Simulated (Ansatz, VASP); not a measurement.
One calculation of GeSb3O2, two programs

```xyz
6
Lattice="4.2226 0.0000 0.0000 0.0000 4.2226 0.0000 0.0000 0.0000 7.4668" Properties=species:S:1:pos:R:3 pbc="T T T"
Ge    0.0000    0.0000    0.0000
Sb    2.1113    2.1113    0.0000
Sb    0.0000    2.1113    3.7837
Sb    2.1113    0.0000    3.6831
O     0.0000    2.1113    5.7684
O     2.1113    0.0000    1.6984
```

Change from the starting cell: species swapped into the Zr2CuSb3 type (P-4m2, No. 115).

Alike in both runs: functional PBE; k mesh 4 × 4 × 2; occupations gaussian, width 0.1 eV; no spin polarisation.

Ansatz relaxed the structure, and its values are those at the end. VASP's run is a single point on that final structure, the one shown.

```csv
,VASP,Ansatz
version,VASP 6.6.1,Ansatz 0.2.0
potentials or method,"VASP PAW PBE potentials, release 64 (Ge_d, Sb, O), cutoff 520 eV","scalar-relativistic, plane waves, PAW"
valence electrons in the cell,41,71
```

|  | VASP | Ansatz | Ansatz less VASP |
| --- | --- | --- | --- |
| gap on the k mesh at the Fermi level (eV) | none | none | - |
| pressure (GPa) | 0.0 | 0.0 | +0.02 |
| rms of the force components (eV/Å) | 0.041 | 0.004 | -0.0375 |

A gap of «none» marks a metal or a gap that the smearing closes. VASP's potentials hold 41 valence electrons a cell and Ansatz's 71, so a difference there can come from the potentials and not from the codes.

The k mesh is coarse, so the values compare programs but aren't converged. Neither program's run includes spin-orbit coupling.
